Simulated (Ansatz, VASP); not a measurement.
**Two plane-wave programs on KI**

File POSCAR:

```
KI
1.0
    0.0708857049      3.6151709484      3.6151709484
    3.6151709484      0.0708857049      3.6151709484
    3.6151709484      3.6151709484      0.0708857049
K I
1 1
Direct
    0.0000000000      0.0000000000      0.0000000000
    0.5000000000      0.5000000000      0.5000000000
```

Contents of INCAR.step1:

```
SYSTEM = KI
ALGO = Normal
EDIFF = 1E-5
ENCUT = 520
GGA = PE
ISIF = 2
ISMEAR = 0
LASPH = .True.
LCHARG = .False.
LREAL = .False.
LWAVE = .True.
NBANDS = 15
NELM = 80
PREC = Accurate
SIGMA = 0.01
```

The input INCAR.step2:

```
SYSTEM = KI
ALGO = Normal
EDIFF = 1E-7
ENCUT = 520
GGA = PE
HFSCREEN = 0.2079
ISIF = 2
ISMEAR = 0
ISTART = 1
LASPH = .True.
LCHARG = .False.
LHFCALC = .True.
LREAL = .False.
LWAVE = .False.
NBANDS = 15
NELM = 80
PREC = Accurate
PRECFOCK = Normal
SIGMA = 0.01
```

The input KPOINTS:

```
k-points
0
Gamma
  4 4 4
  0 0 0
```

Input for Ansatz:

```yaml
crystal:
  lattice:
    - [0.0708857049, 3.6151709484, 3.6151709484]
    - [3.6151709484, 0.0708857049, 3.6151709484]
    - [3.6151709484, 3.6151709484, 0.0708857049]
  atoms:
    - { symbol: K, position: [0.0, 0.0, 0.0] }
    - { symbol: I, position: [0.5, 0.5, 0.5] }
kpoints:
  mp_grid: { grid: [4, 4, 4] }
  band_path:
    path:
      - [0.0, 0.0, 0.0]
      - [0.5, 0.0, 0.5]
      - [0.625, 0.25, 0.625]
      - [0.375, 0.375, 0.75]
      - [0.5, 0.5, 0.5]
      - [0.5, 0.25, 0.75]
    npoints: 1
hamiltonian:
  xc: hse06
scf:
  occupations: { method: fixed }
  n_extra_bands: 4
output:
  forces: true
  stress: true
  eigenvalues: true
```

Change from the starting cell: shear_111 strain +3.0%.

Alike in both runs: task single point; functional HSE06; k mesh 4 × 4 × 4; no spin polarisation.

|  | VASP | Ansatz |
| --- | --- | --- |
| version | VASP 6.6.1 | Ansatz 0.2.0 |
| potentials or method | VASP PAW PBE potentials, release 64 (K_sv, I) | plane waves, PAW |
| plane-wave cutoff (eV) | 520 | 420 |
| occupations | gaussian, width 0.01 eV | fixed |
| valence electrons in the cell | 16 | 26 |

|  | VASP | Ansatz | Ansatz less VASP |
| --- | --- | --- | --- |
| gap on the k mesh at the Fermi level (eV) | 4.83 | 4.84 | +0.010 |
| pressure (GPa) | -0.1 | -0.1 | 0.00 |
| traceless stress, the component that is largest in VASP (GPa) | -0.08 | -0.08 | 0.000 |

VASP's potentials hold 16 valence electrons a cell and Ansatz's 26, so a difference there can come from the potentials and not from the codes. Ansatz's warnings: stress exchange threshold loose, stress scf threshold loose.

Neither program's run includes spin-orbit coupling.
